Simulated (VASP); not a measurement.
Input of a VASP 6.6.1 run:

INCAR

```
ALGO = Normal
EDIFF = 1E-6
ENCUT = 520
GGA = PE
ISIF = 2
ISMEAR = 0
LASPH = T
LCHARG = T
LELF = T
LREAL = F
LVHAR = T
LWAVE = F
NBANDS = 10
NELM = 60
PREC = Accurate
SIGMA = 0.05
```

The input KPOINTS:

```
k-points
0
Gamma
  6 6 6
```

File POSCAR:

```
Na
1.0
    0.0000000000      2.6498349237      2.6498349237
    2.6498349237      0.0000000000      2.6498349237
    2.6498349237      2.6498349237      0.0000000000
Na
1
Direct
    0.0000000000      0.0000000000      0.0000000000
```

Potentials or basis: VASP PAW PBE potentials, release 64 (Na_pv).

Run with:

```bash
$ cat potpaw_PBE.64/Na_pv/POTCAR > POTCAR
$ mpirun -np 1 vasp_std > vasp.out
```

(1) Estimate the pressure.

Results:

(1) 0.0 GPa.
